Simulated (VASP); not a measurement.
# Zn (Im-3m) in VASP: a series of runs, part 2 of 2

VASP 6.6.1. Earlier steps stand in the parts before.

## (3) Single point, PBE0

This run uses another cell than the first one, of 14.52 Å³/atom.

Contents of POSCAR:

```
Zn
1.0
   -1.5370068493      1.5370068493      1.5370068493
    1.5370068493     -1.5370068493      1.5370068493
    1.5370068493      1.5370068493     -1.5370068493
Zn
1
Direct
    0.0000000000      0.0000000000      0.0000000000
```

Contents of INCAR.step1:

```
ALGO     = Normal         # electronic algorithm
EDIFF    = 1E-5           # SCF threshold, eV
ENCUT    = 520            # plane-wave cutoff, eV
GGA      = PE             # functional
ISIF     = 2              # what is computed and relaxed
ISMEAR   = -1             # smearing method
LASPH    = True           # aspherical terms in the spheres
LCHARG   = False          # write CHGCAR
LREAL    = False          # projectors in reciprocal space
LWAVE    = True           # write WAVECAR
NBANDS   = 12             # bands
NELM     = 60             # most SCF steps
PREC     = Accurate       # precision mode
SIGMA    = 0.05           # smearing width, eV
```

Contents of INCAR.step2:

```
AEXX     = 0.25           # exact-exchange fraction
ALGO     = Normal         # electronic algorithm
EDIFF    = 1E-6           # SCF threshold, eV
ENCUT    = 520            # plane-wave cutoff, eV
GGA      = PE             # functional
ISIF     = 2              # what is computed and relaxed
ISMEAR   = -1             # smearing method
ISTART   = 1            
LASPH    = True           # aspherical terms in the spheres
LCHARG   = False          # write CHGCAR
LHFCALC  = True           # exact exchange
LREAL    = False          # projectors in reciprocal space
LWAVE    = False          # write WAVECAR
NBANDS   = 12             # bands
NELM     = 60             # most SCF steps
PREC     = Accurate       # precision mode
PRECFOCK = Normal       
SIGMA    = 0.05           # smearing width, eV
```

Contents of KPOINTS:

```
k-points
0
Gamma
  8 8 8
```

Potentials or basis: VASP PAW PBE potentials, release 64 (Zn).

Run with:

```bash
$ cat potpaw_PBE.64/Zn/POTCAR > POTCAR
$ cp INCAR.step1 INCAR
$ mpirun -np 1 vasp_std > vasp.out
$ cp INCAR.step2 INCAR
$ mpirun -np 1 vasp_std > vasp.out
```

OUTCAR:

```text
AEXX = 0.25
   EDIFF = 1E-6
   ENCUT = 520
   GGA = PE
   ISIF = 2
   ISMEAR = -1
   ISTART = 1
   LASPH = True
   LHFCALC = True
   LREAL = False
   NELM = 60
   PREC = Accurate
   PRECFOCK = Normal

 ion  position               nearest neighbor table
   1  0.000  0.000  0.000-

  LATTYP: Found a body centered cubic cell.
 ALAT       =     3.0740136986

  Lattice vectors:

 A1 = (  -1.5370068493,   1.5370068493,   1.5370068493)
 A2 = (   1.5370068493,  -1.5370068493,   1.5370068493)
 A3 = (   1.5370068493,   1.5370068493,  -1.5370068493)

Analysis of symmetry for initial positions (statically):
=====================================================================
 Subroutine PRICEL returns:
 Original cell was already a primitive cell.

 Routine SETGRP: Setting up the symmetry group for a
 body centered cubic supercell.

 Subroutine GETGRP returns: Found 48 space group operations
 (whereof 48 operations were pure point group operations)
 out of a pool of 48 trial point group operations.

The static configuration has the point symmetry O_h .

Analysis of symmetry for dynamics (positions and initial velocities):
=====================================================================
 Subroutine PRICEL returns:
 Original cell was already a primitive cell.

 Routine SETGRP: Setting up the symmetry group for a
 body centered cubic supercell.

 Subroutine GETGRP returns: Found 48 space group operations
 (whereof 48 operations were pure point group operations)
 out of a pool of 48 trial point group operations.

The dynamic configuration has the point symmetry O_h .

 Subroutine INISYM returns: Found 48 space group operations
 (whereof 48 operations are pure point group operations),
 and found     1 'primitive' translations

----------------------------------------------------------------------------------------

                                     Primitive cell

  volume of cell :      14.5240

  direct lattice vectors                    reciprocal lattice vectors
    -1.537006849  1.537006849  1.537006849     0.000000000  0.325307594  0.325307594
     1.537006849 -1.537006849  1.537006849     0.325307594  0.000000000  0.325307594
     1.537006849  1.537006849 -1.537006849     0.325307594  0.325307594  0.000000000

  length of vectors
     2.662173955  2.662173955  2.662173955     0.460054411  0.460054411  0.460054411

  position of ions in fractional coordinates (direct lattice)
     0.000000000  0.000000000  0.000000000

  ion indices of the primitive-cell ions
   primitive index   ion index
                 1           1

----------------------------------------------------------------------------------------

 KPOINTS: k-points

Automatic generation of k-mesh.
 Grid dimensions read from file:
 generate k-points for:    8    8    8

 Generating k-lattice:

  Cartesian coordinates                     Fractional coordinates (reciprocal lattice)
     0.000000000  0.040663449  0.040663449     0.125000000  0.000000000  0.000000000
     0.040663449  0.000000000  0.040663449     0.000000000  0.125000000  0.000000000
     0.040663449  0.040663449  0.000000000     0.000000000  0.000000000  0.125000000

[... 42 lines left out ...]
   dimension x,y,z NGXF=    40 NGYF=   40 NGZF=   40
   ions per type =               1
   NGX,Y,Z   is equivalent  to a cutoff of  12.49, 12.49, 12.49 a.u.
   NGXF,Y,Z  is equivalent  to a cutoff of  24.98, 24.98, 24.98 a.u.
 SYSTEM =  unknown system
   PREC   = accura    normal or accurate (medium, high low for compatibility)
   ISTART =      1    job   : 0-new  1-cont  2-samecut
   ICHARG =      0    charge: 1-file 2-atom 10-const
   ISPIN  =      1    spin polarized calculation?
   LNONCOLLINEAR =      F non collinear calculations
   LSORBIT =      F    spin-orbit coupling
   LASPH  =      T    aspherical Exc in radial PAW
   ENCUT  =  520.0 eV  38.22 Ry    6.18 a.u.   4.95  4.95  4.95*2*pi/ulx,y,z
   NELM   =     60;   NELMIN=  2; NELMDL=  0     # of ELM steps
   EDIFF  = 0.1E-05   stopping-criterion for ELM
   LREAL  =      F    real-space projection
   EDIFFG = 0.1E-04   stopping-criterion for IOM
   NSW    =      0    number of steps for IOM
   IBRION =     -1    ionic relax: 0-MD 1-quasi-New 2-CG
   NFREE  =      0    steps in history (QN), initial steepest desc. (CG)
   ISIF   =      2    stress and relaxation
   ISYM   =      3    0-nonsym 1-usesym 2-fastsym
   POTIM  = 0.5000    time-step for ionic-motion
   TEBEG  =    0.0;   TEEND  =   0.0 temperature during run
   PSTRESS=    0.0 pullay stress
   NELECT =      12.0000    total number of electrons
   NUPDOWN=      -1.0000    fix difference up-down
   EMIN   =  10.00;   EMAX   =-10.00  energy-range for DOS
   EFERMI =   0.00;   METHOD = LEGACY
   ISMEAR =    -1;   SIGMA  =   0.05  broadening in eV -4-tet -1-fermi 0-gaus
   EFERMI_NEDOS =   21; number of points for ismear=-14 and -15
   IALGO  =     38    algorithm
   IMIX   =      1    mixing-type and parameters
     AMIX     =   0.40;   BMIX     =  1.00
     AMIX_MAG =   1.60;   BMIX_MAG =  1.00
  volume/ion in A,a.u.               =      14.52        98.01
  Fermi-wavevector in a.u.,A,eV,Ry     =   1.536171  2.902941 32.107301  2.359820
  Thomas-Fermi vector in A             =   2.642857
   LORBIT       =      0    0 simple, 1 ext, 2 COOP (PROOUT), +10 PAW based schemes
   GGA     = PE    functional components
   LHFCALC =     T    Hartree Fock is set to
   PRECFOCK=normal    Normal, Fast or Accurate (Low or Medium for compatibility)
   ENCUT4O =  -1.0   cutoff for four orbital integrals eV
   NKREDX  =     1    reduce k-point grid by
   NKREDY  =     1    reduce k-point grid by
   NKREDZ  =     1    reduce k-point grid by
   AEXX    =    0.2500 exact exchange contribution
   HFSCREEN=    0.0000 screening length (either q_TF or 0.3 A-1)
   HFSCREENC=   0.0000 screening length for correlation (either q_TF or 0.3 A-1)
   ENCUTFOCK=  -1.0 apply spherical cutoff to Coloumb kernel
   IVDW    =     0    specifies the selected vdW correction
   LEPSILON=     F    determine dielectric tensor
   LRPA    =     F    only Hartree local field effects (RPA)
 non-spin polarized calculation
  energy-cutoff  :      520.00
  volume of cell :       14.52
 maximum number of plane-waves:       402
  NGX = 16; NGY = 16; NGZ = 16

 number of electron      12.0000000 magnetization

 Free energy of the ion-electron system (eV)
  ---------------------------------------------------
  ext. energy  EPLUGINS =         0.00000000
  ---------------------------------------------------
  free energy    TOTEN  =        -1.17560085 eV

  energy without entropy =       -1.17400860  energy(sigma->0) =       -1.17480472

 E-fermi :   3.4865     XC(G=0):  -9.2464

 val. band max:        2.8172541249   @ k =   0.5000   0.5000   0.2500
 cond. band min:       3.5033229031   @ k =   0.3750   0.1250   0.1250
 fundamental gap:      0.6860687782
 Fermi energy:         3.4864977796

 k-point     1 :       0.0000    0.0000    0.0000
  band No.  band energies     occupation
      1      -9.1430      2.00000
      2      -7.1271      2.00000
      3      -7.1271      2.00000
      4      -7.1271      2.00000
      5      -6.5856      2.00000
      6      -6.5856      2.00000
      7      25.4745      0.00000
      8      25.4745      0.00000
      9      25.4745      0.00000
     10      26.0991      0.00000
     11      26.0991      0.00000
     12      26.0991      0.00000
[... 331 lines left out ...]
 k-point    24 :      -0.3750    0.3750    0.2500
  band No.  band energies     occupation
      1      -7.3948      2.00000
      2      -7.2475      2.00000
      3      -6.8775      2.00000
      4      -6.7045      2.00000
      5      -6.3647      2.00000
      6      -0.9405      2.00000
      7       9.0971      0.00000
      8      12.1681      0.00000
      9      15.0783      0.00000
     10      18.0315      0.00000
     11      26.0210      0.00000
     12      29.5136      0.00000

 [... further k-points ...]

------------------------ aborting loop because EDIFF is reached ----------------------------------------

  FORCE on cell =-STRESS in cart. coord.  units (eV):
  Direction    XX          YY          ZZ          XY          YZ          ZX
  --------------------------------------------------------------------------------------
  -------------------------------------------------------------------------------------
  Total        0.2115102      0.2115102      0.2115102     -0.0000000      0.0000000     -0.0000000
  in kB       23.3321316     23.3321316     23.3321316     -0.0000000      0.0000000     -0.0000000
  external PRESSURE =      23.3321316 kB  Pullay stress =       0.0000000 kB

 VOLUME and BASIS-vectors are now :
 -----------------------------------------------------------------------------
  energy-cutoff  :      520.00
  volume of cell :       14.52
      direct lattice vectors                 reciprocal lattice vectors
    -1.537006849  1.537006849  1.537006849     0.000000000  0.325307594  0.325307594
     1.537006849 -1.537006849  1.537006849     0.325307594  0.000000000  0.325307594
     1.537006849  1.537006849 -1.537006849     0.325307594  0.325307594  0.000000000

 POSITION                                       TOTAL-FORCE (eV/Angst)
 -----------------------------------------------------------------------------------
      0.00000      0.00000      0.00000        -0.000000     -0.000000      0.000000
 -----------------------------------------------------------------------------------
    total drift:                                0.000000      0.000000      0.000000

  FREE ENERGIE OF THE ION-ELECTRON SYSTEM (eV)
  ---------------------------------------------------
  free  energy   TOTEN  =        -1.1756008456 eV

  energy  without entropy=       -1.1740085991  energy(sigma->0) =       -1.17480472
```

Run time: 43 min. Hardware: 1 thread of Intel Xeon Platinum 8375C at 2.90GHz (Ice Lake), shared host; peak memory 0.14 GiB.

Results:

| Property | Result |
| --- | --- |
| Free energy | -1.1756 eV |
| Pressure | 2.3 GPa |
| Band gap on the k mesh | zero (bands 6 and 7 overlap by 6.35 eV) |

Caveat: the k points lie up to 0.36 Å⁻¹ apart, too coarse for converged energies and pressures of a metal; the PAW data sets were made with another functional, which shifts forces and pressure a little.
